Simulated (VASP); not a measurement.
Wanted: the native input for a VASP 6.6.1 run.

* Task: single point
* Functional: PBEsol
* Potentials or basis: VASP PAW PBE potentials, release 64 (Tc_pv, Pt)
* Cutoff: 520 eV
* k mesh: 3 × 3 × 2
* Occupations: fermi-dirac, width 0.05 eV
* Spin: no spin polarisation
* Dipole correction: no
* Further INCAR settings: ALGO = Normal; EDIFF = 1e-06; NBANDS = 18

The structure of TcPt lies in POSCAR:

```
TcPt
1.0
    2.7827059200      0.0000000000      0.0000000000
   -1.3913529600      2.4098940200      0.0000000000
    0.0000000000      0.0000000000      4.4858650000
Tc Pt
1 1
Direct
    0.6666666667      0.3333333333      0.0000000000
    0.0000000000      0.0000000000      0.5000000000
```

One way to write it, as run:

INCAR

```
SYSTEM = TcPt
  PREC = Accurate
  ENCUT = 520
  EDIFF = 1E-6
  ISMEAR = -1
  SIGMA = 0.05
  LREAL = .False.
  LASPH = .True.
  NELM = 60
  ALGO = Normal
  ISIF = 2
  LWAVE = .False.
  LCHARG = .False.
  GGA = PS
  NBANDS = 18
```

KPOINTS

```
regular mesh
0
Gamma
  3 3 2
  0 0 0
```

Potentials or basis: VASP PAW PBE potentials, release 64 (Tc_pv, Pt).

The run is started by

```console
$ cat potpaw_PBE.64/Tc_pv/POTCAR potpaw_PBE.64/Pt/POTCAR > POTCAR
$ mpirun -np 1 vasp_std > vasp.out
```

It gave:

* Pressure: -7.9 GPa

Caveat: the k points lie up to 0.87 Å⁻¹ apart; the PAW data sets were made with another functional, which shifts forces and pressure a little.

It took 10 s on 1 thread of Intel Xeon 6975P-C (shared host), peak memory 0.15 GiB.
